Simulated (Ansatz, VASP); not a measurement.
# SiC: VASP beside Ansatz

File POSCAR:

```
SiC
1.0
    0.0000000000      2.1898716561      2.1898716561
    2.1898716561      0.0000000000      2.1898716561
    2.1898716561      2.1898716561      0.0000000000
Si C
1 1
Direct
    0.7500000000      0.7500000000      0.7500000000
    0.0000000000      0.0000000000      0.0000000000
```

File INCAR.step1:

```
SYSTEM = SiC
  PREC = Accurate
  ENCUT = 660
  ISMEAR = 0
  SIGMA = 0.02
  LREAL = .FALSE.
  LASPH = .TRUE.
  NELM = 120
  NBANDS = 11
  GGA = PE
  ALGO = Normal
  EDIFF = 1E-5
  LWAVE = .TRUE.
  LCHARG = .FALSE.
  GGA_COMPAT = .FALSE.
```

The input INCAR.step2:

```
SYSTEM = SiC
  PREC = Accurate
  ENCUT = 660
  EDIFF = 1E-6
  ISMEAR = 0
  SIGMA = 0.02
  LREAL = .FALSE.
  LASPH = .TRUE.
  NELM = 120
  ALGO = Normal
  ISIF = 2
  LWAVE = .FALSE.
  LCHARG = .FALSE.
  METAGGA = R2SCAN
  LMIXTAU = .TRUE.
  NBANDS = 11
  ISTART = 1
  GGA_COMPAT = .FALSE.
```

The input KPOINTS:

```
regular mesh
0
G
  10 10 10
  0 0 0
```

Input for Ansatz:

```yaml
crystal:
  lattice:
    - [0.0, 2.1898716587, 2.1898716587]
    - [2.1898716587, 0.0, 2.1898716587]
    - [2.1898716587, 2.1898716587, 0.0]
  atoms:
    - { symbol: Si, position: [0.75, 0.75, 0.75] }
    - { symbol: C, position: [0.0, 0.0, 0.0] }
basis:
  ecutwfc: 500
kpoints:
  mp_grid: { grid: [10, 10, 10] }
  band_path:
    path:
      - [[0.0, 0.0, 0.0], [-0.5, -0.5, 0.0], [-0.375, -0.375, 0.25]]
      - [[-0.375, 0.0, 0.375], [0.0, 0.0, 0.0], [0.0, 0.0, 0.5], [-0.5, -0.25, 0.25], [-0.5, -0.5, 0.0]]
    npoints: 10
hamiltonian:
  xc: r2scan
scf:
  occupations: { method: gaussian, width: 0.02 }
  n_extra_bands: 7
output:
  forces: true
  stress: true
  eigenvalues: true
```

Alike in both runs: task single point; functional r2SCAN; k mesh 10 × 10 × 10; occupations gaussian, width 0.02 eV; no spin polarisation.

|  | VASP | Ansatz |
| --- | --- | --- |
| version | VASP 6.6.1 | Ansatz 0.2.0 |
| potentials or method | VASP PAW PBE potentials, release 64 (Si, C), cutoff 660 eV | scalar-relativistic, plane waves, PAW |
| valence electrons in the cell | 8 | 8 |

Ansatz gave:

```
gap on the k mesh at the Fermi level (eV) : 1.72
least direct gap on the mesh (eV)         : 5.03
pressure (GPa)                            : -3.5
```

Problem. Which values does VASP return?

Solution. gap on the k mesh at the Fermi level (eV): 1.74; least direct gap on the mesh (eV): 5.04; pressure (GPa): -3.9.

VASP's potentials were made for PBE, not for r2SCAN. The functional is the same, so the differences come from potentials, cutoffs and numerics.
